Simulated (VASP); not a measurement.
# TiO2 (I4_1/amd) in VASP: further runs

TiO2 is run at these levels: PBE; tasks: single point.

Program: VASP 6.6.1. These are calculated values, not measurements. Logs are shortened: lines on timing, memory, paths and dates and some standing lists are left out, and cuts for length are marked.

**1. The cell of the first run**

Symmetry: I4_1/amd, No. 141, tetragonal system. Conventional cell: a = 3.784 Å, b = 3.784 Å, c = 9.515 Å, α = 90.00°, β = 90.00°, γ = 90.00°. Within 2.6 Å of Ti (site symmetry -4m2) lie 6 O at 1.93 to 1.98 Å. Within 2.6 Å of O (site symmetry 2mm) lie 3 Ti at 1.93 to 1.98 Å and 2 O at 2.47 Å.

**2. Single point, PBE, collinear spin, ferromagnetic start**

The input, INCAR:

```
SYSTEM = TiO2
PREC     = Accurate       ! precision mode
ENCUT    = 520            ! plane-wave cutoff, eV
EDIFF    = 1E-6           ! SCF threshold, eV
ISMEAR   = -1             ! smearing method
SIGMA    = 0.02           ! smearing width, eV
LREAL    = .False.        ! projectors in reciprocal space
LASPH    = .True.         ! aspherical terms in the spheres
NELM     = 150            ! most SCF steps
ALGO     = Normal         ! electronic algorithm
ISIF     = 2              ! what is computed and relaxed
LWAVE    = .False.        ! write WAVECAR
LCHARG   = .False.        ! write CHGCAR
ISPIN    = 2              ! spin polarisation
MAGMOM   = 1.5 1.5 0 0 0 0 ! initial moments
LORBIT   = 11             ! projections on sites
LMAXMIX  = 4              ! l up to which the mixer works
GGA      = PE             ! functional
NBANDS   = 37             ! bands
ISYM     = 0
```

The input, KPOINTS:

```
regular mesh
0
Gamma
  5 5 7
  0 0 0
```

The input, POSCAR:

```
TiO2
1.0
   -1.8921000000      1.8921000000      4.7573000000
    1.8921000000     -1.8921000000      4.7573000000
    1.8921000000      1.8921000000     -4.7573000000
Ti O
2 4
Direct
    0.0000000000      0.0000000000      0.0000000000
    0.7500000000      0.2500000000      0.5000000000
    0.2081000000      0.2081000000      0.0000000000
    0.9581000000      0.4581000000      0.5000000000
    0.5419000000      0.0419000000      0.5000000000
    0.7919000000      0.7919000000      0.0000000000
```

Potentials or basis: VASP PAW PBE potentials, release 64 (Ti_sv, O).

Launch:

```bash
$ cat potpaw_PBE.64/Ti_sv/POTCAR potpaw_PBE.64/O/POTCAR > POTCAR
$ mpirun -np 1 vasp_std > vasp.out
```

OUTCAR:

```text
SYSTEM = TiO2
   PREC = Accurate
   ENCUT = 520
   EDIFF = 1E-6
   ISMEAR = -1
   LREAL = .False.
   LASPH = .True.
   NELM = 150
   ISIF = 2
   ISPIN = 2
   LORBIT = 11
   GGA = PE
   ISYM = 0

 ion  position               nearest neighbor table
   1  0.000  0.000  0.000-   5 1.93   4 1.93   5 1.93   4 1.93   3 1.98   6 1.98
   2  0.750  0.250  0.500-   6 1.93   3 1.93   6 1.93   3 1.93   4 1.98   5 1.98
   3  0.208  0.208  0.000-   2 1.93   2 1.93   1 1.98
   4  0.958  0.458  0.500-   1 1.93   1 1.93   2 1.98
   5  0.542  0.042  0.500-   1 1.93   1 1.93   2 1.98
   6  0.792  0.792  0.000-   2 1.93   2 1.93   1 1.98

IMPORTANT INFORMATION: All symmetrisations will be switched off!
NOSYMM: (Re-)initialisation of all symmetry stuff for point group C_1.

----------------------------------------------------------------------------------------

                                     Primitive cell

  volume of cell :      68.1253

  direct lattice vectors                    reciprocal lattice vectors
    -1.892100000  1.892100000  4.757300000     0.000000000  0.264256646  0.105101633
     1.892100000 -1.892100000  4.757300000     0.264256646  0.000000000  0.105101633
     1.892100000  1.892100000 -4.757300000     0.264256646  0.264256646  0.000000000

  length of vectors
     5.458203744  5.458203744  5.458203744     0.284390450  0.284390450  0.373715333

  position of ions in fractional coordinates (direct lattice)
     0.000000000  0.000000000  0.000000000
     0.750000000  0.250000000  0.500000000
     0.208100000  0.208100000  0.000000000
     0.958100000  0.458100000  0.500000000
     0.541900000  0.041900000  0.500000000
     0.791900000  0.791900000  0.000000000

  ion indices of the primitive-cell ions
   primitive index   ion index
                 1           1
                 2           2
                 3           3
                 4           4
                 5           5
                 6           6

----------------------------------------------------------------------------------------

 KPOINTS: regular mesh

Automatic generation of k-mesh.
 Grid dimensions read from file:
 generate k-points for:    5    5    7

 Generating k-lattice:

  Cartesian coordinates                     Fractional coordinates (reciprocal lattice)
     0.000000000  0.052851329  0.021020327     0.200000000  0.000000000  0.000000000
     0.052851329  0.000000000  0.021020327     0.000000000  0.200000000  0.000000000
     0.037750949  0.037750949  0.000000000     0.000000000  0.000000000  0.142857143

  Length of vectors
     0.056878090  0.056878090  0.053387905

  Shift w.r.t. Gamma in fractional coordinates (k-lattice)
     0.000000000  0.000000000  0.000000000

 -----------------------------------------------------------------------------
|                                                                             |
|           W    W    AA    RRRRR   N    N  II  N    N   GGGG   !!!           |
|           W    W   A  A   R    R  NN   N  II  NN   N  G    G  !!!           |
|           W    W  A    A  R    R  N N  N  II  N N  N  G       !!!           |
|           W WW W  AAAAAA  RRRRR   N  N N  II  N  N N  G  GGG   !            |
|           WW  WW  A    A  R   R   N   NN  II  N   NN  G    G                |
|           W    W  A    A  R    R  N    N  II  N    N   GGGG   !!!           |
|                                                                             |
|     Your reciprocal lattice and k-lattice belong to different lattice       |
|     classes:                                                                |
|                                                                             |
|        The reciprocal lattice is body-centered tetragonal,                  |
|        whereas your k-lattice is base-centered monoclinic.                  |
|                                                                             |
|     Results are often still useful ...                                      |
|                                                                             |
 -----------------------------------------------------------------------------

 WARNING: IBZKPT: internal override: KBLOWUP is changed to .FALSE.
      ... skipping the blow-up phase ...

 Subroutine IBZKPT returns following result:
 ===========================================

 Found     88 irreducible k-points:

 Following reciprocal coordinates:
            Coordinates               Weight
  0.000000  0.000000  0.000000      1.000000
  0.200000 -0.000000  0.000000      2.000000
  0.400000  0.000000  0.000000      2.000000
 -0.000000  0.200000  0.000000      2.000000
  0.200000  0.200000  0.000000      2.000000
  0.400000  0.200000  0.000000      2.000000
[... 16 lines left out ...]
 -0.200000  0.200000  0.142857      2.000000
  0.000000  0.400000  0.142857      2.000000
 [... further k-points ...]
   k-points           NKPTS =     88   k-points in BZ     NKDIM =     88   number of bands    NBANDS=     37
   number of dos      NEDOS =    301   number of ions     NIONS =      6
   total plane-waves  NPLWV =  74088
   dimension x,y,z NGX =    42 NGY =   42 NGZ =   42
   dimension x,y,z NGXF=    84 NGYF=   84 NGZF=   84
   ions per type =               2   4
   NGX,Y,Z   is equivalent  to a cutoff of  12.79, 12.79, 12.79 a.u.
   NGXF,Y,Z  is equivalent  to a cutoff of  25.58, 25.58, 25.58 a.u.
 SYSTEM =  TiO2
   PREC   = accura    normal or accurate (medium, high low for compatibility)
   ISTART =      0    job   : 0-new  1-cont  2-samecut
   ICHARG =      2    charge: 1-file 2-atom 10-const
   ISPIN  =      2    spin polarized calculation?
   LNONCOLLINEAR =      F non collinear calculations
   LSORBIT =      F    spin-orbit coupling
   LASPH  =      T    aspherical Exc in radial PAW
   ENCUT  =  520.0 eV  38.22 Ry    6.18 a.u.  10.15 10.15 10.15*2*pi/ulx,y,z
   NELM   =    150;   NELMIN=  2; NELMDL= -5     # of ELM steps
   EDIFF  = 0.1E-05   stopping-criterion for ELM
   LREAL  =      F    real-space projection
   EDIFFG = 0.1E-04   stopping-criterion for IOM
   NSW    =      0    number of steps for IOM
   IBRION =     -1    ionic relax: 0-MD 1-quasi-New 2-CG
   NFREE  =      0    steps in history (QN), initial steepest desc. (CG)
   ISIF   =      2    stress and relaxation
   ISYM   =      0    0-nonsym 1-usesym 2-fastsym
   POTIM  = 0.5000    time-step for ionic-motion
   TEBEG  =    0.0;   TEEND  =   0.0 temperature during run
   PSTRESS=    0.0 pullay stress
   NELECT =      48.0000    total number of electrons
   NUPDOWN=      -1.0000    fix difference up-down
   EMIN   =  10.00;   EMAX   =-10.00  energy-range for DOS
   EFERMI =   0.00;   METHOD = LEGACY
   ISMEAR =    -1;   SIGMA  =   0.02  broadening in eV -4-tet -1-fermi 0-gaus
   EFERMI_NEDOS =   21; number of points for ismear=-14 and -15
   IALGO  =     38    algorithm
   IMIX   =      4    mixing-type and parameters
     AMIX     =   0.40;   BMIX     =  1.00
     AMIX_MAG =   1.60;   BMIX_MAG =  1.00
  volume/ion in A,a.u.               =      11.35        76.62
  Fermi-wavevector in a.u.,A,eV,Ry     =   1.456752  2.752862 28.873289  2.122127
  Thomas-Fermi vector in A             =   2.573634
   LORBIT       =     11    0 simple, 1 ext, 2 COOP (PROOUT), +10 PAW based schemes
   GGA     = PE    functional components
   LHFCALC =     F    Hartree Fock is set to
   AEXX    =    0.0000 exact exchange contribution
   IVDW    =     0    specifies the selected vdW correction
   LEPSILON=     F    determine dielectric tensor
   LRPA    =     F    only Hartree local field effects (RPA)
 spin polarized calculation
  energy-cutoff  :      520.00
  volume of cell :       68.13
 maximum number of plane-waves:      1850
 NGX is ok and might be reduce to    42
   NGX = 21   NGY = 21   NGZ = 21

 number of electron      47.9999989 magnetization      -0.0000054

 number of electron      47.9999989 magnetization       0.0000002

 Free energy of the ion-electron system (eV)
  ---------------------------------------------------
  ext. energy  EPLUGINS =         0.00000000
  ---------------------------------------------------
  free energy    TOTEN  =       -53.82579653 eV

  energy without entropy =      -53.82579653  energy(sigma->0) =      -53.82579653

 E-fermi :   3.8194     XC(G=0): -10.7369

 val. band max:        3.4086105124   @ k =   0.0000   0.0000   0.4286
 cond. band min:       5.5048747993   @ k =   0.0000   0.0000   0.0000
 fundamental gap:      2.0962642869
 Fermi energy:         3.8194099457

 spin component 1

 k-point     1 :       0.0000    0.0000    0.0000
  band No.  band energies     occupation
      1     -52.9928      1.00000
      2     -52.9321      1.00000
      3     -29.4598      1.00000
      4     -29.2184      1.00000
      5     -29.2184      1.00000
      6     -29.1465      1.00000
[... 925 lines left out ...]
     35      14.2168      0.00000
     36      14.8799      0.00000

 [... further k-points ...]

 spin component 2

 k-point     1 :       0.0000    0.0000    0.0000
  band No.  band energies     occupation
      1     -52.9928      1.00000
      2     -52.9322      1.00000
      3     -29.4598      1.00000
      4     -29.2184      1.00000
      5     -29.2184      1.00000
      6     -29.1465      1.00000
[... 925 lines left out ...]
     35      14.2168      0.00000
     36      14.8799      0.00000

 [... further k-points ...]

 [bands above 36 left out]

------------------------ aborting loop because EDIFF is reached ----------------------------------------

  FORCE on cell =-STRESS in cart. coord.  units (eV):
  Direction    XX          YY          ZZ          XY          YZ          ZX
  --------------------------------------------------------------------------------------
  -------------------------------------------------------------------------------------
  Total        2.3066167      2.3066100      2.8941608     -0.0001206     -0.0000658     -0.0000648
  in kB       54.2471982     54.2470415     68.0651069     -0.0028369     -0.0015467     -0.0015234
  external PRESSURE =      58.8531155 kB  Pullay stress =       0.0000000 kB

 VOLUME and BASIS-vectors are now :
 -----------------------------------------------------------------------------
  energy-cutoff  :      520.00
  volume of cell :       68.13
      direct lattice vectors                 reciprocal lattice vectors
    -1.892100000  1.892100000  4.757300000     0.000000000  0.264256646  0.105101633
     1.892100000 -1.892100000  4.757300000     0.264256646  0.000000000  0.105101633
     1.892100000  1.892100000 -4.757300000     0.264256646  0.264256646  0.000000000

 POSITION                                       TOTAL-FORCE (eV/Angst)
 -----------------------------------------------------------------------------------
      0.00000      0.00000      0.00000         0.000049     -0.000049     -0.000001
      0.00000      1.89210      2.37865        -0.000048      0.000047     -0.000000
      0.00000      0.00000      1.97999         0.000023     -0.000021      0.124431
      0.00000      1.89210      4.35864        -0.000022      0.000024      0.124416
      0.00000      1.89210      0.39866        -0.000024      0.000022     -0.124416
      0.00000      0.00000      7.53461         0.000021     -0.000023     -0.124429
 -----------------------------------------------------------------------------------
    total drift:                                0.000002     -0.000003     -0.000002

  FREE ENERGIE OF THE ION-ELECTRON SYSTEM (eV)
  ---------------------------------------------------
  free  energy   TOTEN  =       -53.8257965308 eV

  energy  without entropy=      -53.8257965308  energy(sigma->0) =      -53.82579653

 total charge

# of ion       s       p       d       tot
------------------------------------------
    1        2.226   6.301   1.753  10.280
    2        2.226   6.301   1.753  10.280
    3        1.573   3.507   0.000   5.080
    4        1.573   3.507   0.000   5.080
    5        1.573   3.507   0.000   5.080
    6        1.573   3.507   0.000   5.080
--------------------------------------------------
tot         10.742  26.631   3.507  40.880

 magnetization (x)

# of ion       s       p       d       tot
------------------------------------------
    1       -0.000   0.000   0.000  -0.000
    2       -0.000   0.000   0.000  -0.000
    3       -0.000  -0.000   0.000  -0.000
    4       -0.000  -0.000   0.000  -0.000
    5       -0.000  -0.000   0.000  -0.000
    6       -0.000  -0.000   0.000  -0.000
--------------------------------------------------
tot         -0.000  -0.000   0.000  -0.000
```

Run time: 17 min. Hardware: 1 thread of Intel Xeon 6975P-C, shared host; peak memory 0.52 GiB.

What came out:

| Item | Value |
| --- | --- |
| Free energy | -53.8258 eV |
| Pressure | 5.9 GPa |
| Largest force | 0.124 eV/Å |
| Band gap on the k mesh | 2.10 eV, indirect (least direct gap 2.54 eV) |
| Net moment | 0.00 μB per cell |
| Valence electrons inside the program's atomic spheres | Ti 10.28; O 5.08 |

Forces in eV/Å, atoms in the order of the input:
```
Ti   0.000  0.000  0.000
Ti   0.000  0.000  0.000
O    0.000  0.000  0.124
O    0.000  0.000  0.124
O    0.000  0.000 -0.124
O    0.000  0.000 -0.124
```

Stress tensor (GPa, compression positive):
```
5.42 0.00 0.00
0.00 5.42 0.00
0.00 0.00 6.81
```

A k mesh can miss the band edges. PBE gaps usually lie below the measured ones, often by a third to a half.

**3. Single point, PBE, collinear spin, ferromagnetic start**

The input, INCAR:

```
ALGO     = Normal         # electronic algorithm
EDIFF    = 1E-7           # SCF threshold, eV
ENCUT    = 520            # plane-wave cutoff, eV
GGA      = PE             # functional
ISIF     = 2              # what is computed and relaxed
ISMEAR   = -1             # smearing method
ISPIN    = 2              # spin polarisation
ISYM     = 0            
LASPH    = T              # aspherical terms in the spheres
LCHARG   = T              # write CHGCAR
LELF     = T              # ELF
LMAXMIX  = 4              # l up to which the mixer works
LORBIT   = 11             # projections on sites
LREAL    = F              # projectors in reciprocal space
LVHAR    = T            
LWAVE    = F              # write WAVECAR
MAGMOM   = 1 1 0 0 0 0    # initial moments
NBANDS   = 37             # bands
NELM     = 150            # most SCF steps
PREC     = Accurate       # precision mode
SIGMA    = 0.02           # smearing width, eV
```

The input, KPOINTS:

```
k-points
0
Gamma
  5 5 7
```

POSCAR is that of step 2.

Potentials or basis: VASP PAW PBE potentials, release 64 (Ti_sv, O).

Launch:

```bash
$ cat potpaw_PBE.64/Ti_sv/POTCAR potpaw_PBE.64/O/POTCAR > POTCAR
$ mpirun -np 1 vasp_std > vasp.out
```

Run time: 8 min. Hardware: 1 thread of Intel Xeon 6975P-C (Granite Rapids), shared host; peak memory 0.5 GiB.

The run converged. Its results:

```yaml
Free_energy: -53.8258 eV
Pressure: 5.9 GPa
Largest_force: 0.124 eV/Å
Band_gap_on_the_k_mesh: 2.10 eV, indirect (least direct gap 2.54 eV)
Net_moment: 0.00 μB per cell
Valence_electrons_inside_the_program's_atomic_spheres: Ti 10.28; O 5.08
```

Forces on the atoms (eV/Å):
```
Ti   0.000  0.000  0.000
Ti   0.000  0.000  0.000
O    0.000  0.000  0.124
O    0.000  0.000  0.124
O    0.000  0.000 -0.124
O    0.000  0.000 -0.124
```

Stress tensor (GPa, compression positive):
```
5.42 0.00 0.00
0.00 5.42 0.00
0.00 0.00 6.80
```

Levels at points of the mesh, in eV from the valence-band top:
Spin up:
```csv
k point,band 21,band 22,band 23,band 24,band 25,band 26,band 27,band 28
"(0.00, 0.00, 0.00)",-0.77,-0.77,-0.48,-0.48,2.10,2.84,3.98,3.98
```
Spin down:
```csv
k point,band 20,band 21,band 22,band 23,band 24,band 25,band 26,band 27,band 28,band 29
"(0.00, 0.00, 0.00)",-0.78,-0.77,-0.77,-0.48,-0.48,2.10,2.84,3.98,3.98,4.00
```

A k mesh can miss the band edges. Expect the measured gap to be larger: semilocal functionals such as PBE lack the derivative discontinuity.

**4. Single point, PBE, collinear spin, zero start**

The input, INCAR:

```
SYSTEM = TiO2
ALGO = Normal ; EDIFF = 1E-6
ENCUT = 520 ; GGA = PE
ISIF = 2 ; ISMEAR = -1
ISPIN = 2 ; ISYM = 0
LASPH = .True. ; LCHARG = .False.
LMAXMIX = 4 ; LORBIT = 11
LREAL = .False. ; LWAVE = .False.
MAGMOM = 0 0 0 0 0 0 ; NBANDS = 37
NELM = 150 ; PREC = Accurate
SIGMA = 0.02
```

The input, KPOINTS:

```
k-points
0
Gamma
  5 5 7
  0 0 0
```

POSCAR is that of step 3.

Launch:

```bash
$ cat potpaw_PBE.64/Ti_sv/POTCAR potpaw_PBE.64/O/POTCAR > POTCAR
$ mpirun -np 1 vasp_std > vasp.out
```

Run time: 8.2 min. Hardware: 1 thread of Intel Xeon 6975P-C (Granite Rapids), shared host; peak memory 0.5 GiB.

Results (log left out):

| Property | Result |
| --- | --- |
| Free energy | -53.8258 eV |
| Pressure | 5.9 GPa |
| Largest force | 0.124 eV/Å |
| Band gap on the k mesh | 2.10 eV, indirect (least direct gap 2.54 eV) |
| Net moment | 0.00 μB per cell |
| Valence electrons inside the program's atomic spheres | Ti 10.28; O 5.08 |

Forces on the atoms (eV/Å):
```
Ti   0.000  0.000  0.000
Ti   0.000  0.000  0.000
O    0.000  0.000  0.124
O    0.000  0.000  0.124
O    0.000  0.000 -0.124
O    0.000  0.000 -0.124
```

Stress tensor (GPa, compression positive):
```
5.41 0.00 0.00
0.00 5.41 0.00
0.00 0.00 6.79
```

Levels at points of the mesh, in eV from the valence-band top:
Spin up:
```tsv
k point	band 21	band 22	band 23	band 24	band 25	band 26	band 27	band 28
(0.00, 0.00, 0.00)	-0.77	-0.77	-0.48	-0.48	2.10	2.84	3.98	3.98
```
Spin down:
```tsv
k point	band 21	band 22	band 23	band 24	band 25	band 26	band 27	band 28
(0.00, 0.00, 0.00)	-0.77	-0.77	-0.48	-0.48	2.10	2.84	3.98	3.98
```

A k mesh can miss the band edges.
